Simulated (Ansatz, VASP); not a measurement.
# CaO in VASP and in Ansatz

Contents of POSCAR:

```
CaO
1.0
   -0.5307329784      2.2144375994      2.2144375994
    2.2144375994     -0.5307329784      2.2144375994
    2.2144375994      2.2144375994     -0.5307329784
Ca O
1 1
Direct
    0.0000000000      0.0000000000      0.0000000000
    0.5000000000      0.5000000000      0.5000000000
```

INCAR.step1

```
SYSTEM = CaO
PREC = Accurate
ENCUT = 520
ISMEAR = 0
SIGMA = 0.05
LREAL = .FALSE.
LASPH = .TRUE.
NELM = 100
NBANDS = 15
GGA = PE
ALGO = Normal
EDIFF = 1E-4
LWAVE = .TRUE.
LCHARG = .FALSE.
```

File INCAR.step2:

```
SYSTEM = CaO
PREC = Accurate
ENCUT = 520
EDIFF = 1E-6
ISMEAR = 0
SIGMA = 0.05
LREAL = .FALSE.
LASPH = .TRUE.
NELM = 100
ALGO = Normal
ISIF = 2
LWAVE = .FALSE.
LCHARG = .TRUE.
METAGGA = R2SCAN
LMIXTAU = .TRUE.
LELF = .TRUE.
LVHAR = .TRUE.
NBANDS = 15
ISTART = 1
```

Contents of KPOINTS:

```
regular mesh
0
G
  10 10 10
  0 0 0
```

Input for Ansatz:

```yaml
crystal:
  lattice:
    - [-0.5307329784, 2.2144375994, 2.2144375994]
    - [2.2144375994, -0.5307329784, 2.2144375994]
    - [2.2144375994, 2.2144375994, -0.5307329784]
  atoms:
    - { symbol: Ca, position: [0.0, 0.0, 0.0] }
    - { symbol: O, position: [0.5, 0.5, 0.5] }
basis:
  ecutwfc: 500
kpoints:
  mp_grid: { grid: [10, 10, 10] }
hamiltonian:
  xc: r2scan
scf:
  occupations: { method: gaussian, width: 0.05 }
output:
  forces: true
  stress: true
  eigenvalues: true
  write_density: true
  write_potential: true
  elf: true
  volumetric_format: npy
```

Alike in both runs: task single point; functional r2SCAN; k mesh 10 × 10 × 10; occupations gaussian, width 0.05 eV; no spin polarisation.

|  | VASP | Ansatz |
| --- | --- | --- |
| version | VASP 6.6.1 | Ansatz 0.2.0 |
| potentials or method | VASP PAW PBE potentials, release 64 (Ca_sv, O), cutoff 520 eV | scalar-relativistic, plane waves, PAW |
| valence electrons in the cell | 16 | 16 |

VASP gave:

* gap on the k mesh at the Fermi level (eV): 3.57
* least direct gap on the mesh (eV): 3.84
* pressure (GPa): -9.4
* traceless stress, the component that is largest in VASP (GPa): 7.07

Q: Estimate Ansatz's values.

A: gap on the k mesh at the Fermi level (eV): 3.57; least direct gap on the mesh (eV): 3.84; pressure (GPa): -10.0; traceless stress, the component that is largest in VASP (GPa): 7.19.

VASP's potentials were made for PBE, not for r2SCAN. The functional is the same, so the differences come from potentials, cutoffs and numerics.
